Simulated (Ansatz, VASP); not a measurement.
NbTe: VASP beside Ansatz

Contents of INCAR:

```
PREC     = Accurate       # precision mode
ENCUT    = 520            # plane-wave cutoff, eV
EDIFF    = 1E-6           # SCF threshold, eV
ISMEAR   = -1             # smearing method
SIGMA    = 0.05           # smearing width, eV
LREAL    = False          # projectors in reciprocal space
LASPH    = True           # aspherical terms in the spheres
NELM     = 100            # most SCF steps
ALGO     = Normal         # electronic algorithm
ISIF     = 2              # what is computed and relaxed
LWAVE    = False          # write WAVECAR
LCHARG   = False          # write CHGCAR
GGA      = CA             # functional
NBANDS   = 16             # bands
```

KPOINTS

```
Automatic mesh
0
Gamma
  8 8 7
```

File POSCAR:

```
NbTe
1.0
    3.7756001657      0.0000000000      0.0000000000
   -1.8878000828      3.2697656581      0.0000000000
    0.0000000000      0.0000000000      3.7666649043
Te Nb
1 1
Direct
    0.6666666667      0.3333333333      0.0000000000
    0.0000000000      0.0000000000      0.5000000000
```

Contents of input.yaml:

```yaml
crystal:
  lattice:
    - [3.7756001657, 0.0, 0.0]
    - [-1.8878000828, 3.2697656581, 0.0]
    - [0.0, 0.0, 3.7666649043]
  atoms:
    - { symbol: Te, position: [0.6666666667, 0.3333333333, 0.0] }
    - { symbol: Nb, position: [0.0, 0.0, 0.5] }
kpoints:
  mp_grid: { grid: [8, 8, 7] }
scf:
  occupations: { method: fermi_dirac, width: 0.05 }
hamiltonian:
  xc: lda
  pseudopotentials: { kind: all_electron, lapw: { basis_error: 0.001 } }
output:
  forces: true
  stress: true
  eigenvalues: true
```

Change from the starting cell: volume scaled by 1.06.

Alike in both runs: task single point; functional LDA; k mesh 8 × 8 × 7; occupations fermi-dirac, width 0.05 eV; no spin polarisation.

|  | VASP | Ansatz |
| --- | --- | --- |
| version | VASP 6.6.1 | Ansatz 0.2.0 |
| potentials or method | VASP PAW LDA potentials, release 64 (Te, Nb_sv), cutoff 520 eV | all-electron LAPW, scalar-relativistic |

Ansatz gave:

| Property | Result |
| --- | --- |
| gap on the k mesh at the Fermi level (eV) | none |
| pressure (GPa) | -12.8 |
| traceless stress, the component that is largest in VASP (GPa) | -1.54 |

Task: What did VASP give for the same quantities?

Result: gap on the k mesh at the Fermi level (eV): none; pressure (GPa): -12.9; traceless stress, the component that is largest in VASP (GPa): -1.58.

LDA's correlation is that of Perdew and Zunger in VASP and of Perdew and Wang (1992) in Ansatz. A gap of «none» marks a metal or a gap that the smearing closes. Ansatz ran all-electron here, and VASP with PAW potentials.

Spin-orbit coupling is off throughout.
